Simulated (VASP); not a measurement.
Runs of VASP 6.6.1 on GaP. It takes space group P4/mmm (No. 123, tetragonal). Conventional cell: a = 3.457 Å, b = 3.457 Å, c = 2.803 Å, α = 90.00°, β = 90.00°, γ = 90.00°. Ga (site symmetry 4/mmm) has 6 Ga at 2.80 to 3.46 Å and 8 P at 2.82 Å within 3.7 Å. P (site symmetry 4/mmm) has 6 P at 2.80 to 3.46 Å and 8 Ga at 2.82 Å within 3.7 Å. 

```csv
task,level,cell,cutoff (eV),share of exact exchange,screening parameter,gap on the mesh (eV),pressure (GPa),relaxed volume (Å³/atom)
relaxation of cell and atoms,PBEsol-based screened hybrid with 25 % exact exchange,relaxed,600,0.25,0.207 1/Å,none,0.0,15.70
single point,HSE06,as given,520,0.25,0.2079 1/Å,none,(b),-
single point,r2SCAN0,as given,520,0.25,-,none,(a),-
relaxation of cell and atoms,HF,relaxed,600,1,-,none,0.0,18.09
single point,B3LYP,as given,520,0.2,-,none,6.1,-
```

Alike in all rows: potentials or basis VASP PAW PBE potentials, release 64 (Ga_d, P); no spin polarisation; k mesh 4 × 4 × 5; smearing fermi-dirac 0.05 eV.

Q: Fill in the values left out.

A: (a) -1.9; (b) -1.2.

Caveats: all runs use coarse meshes; the PAW data sets were made with another functional, which shifts forces and pressure a little.

A k mesh can miss the band edges, and the runs leave out spin-orbit coupling on Ga.

A gap of «none» marks levels without a gap at the run's occupations.
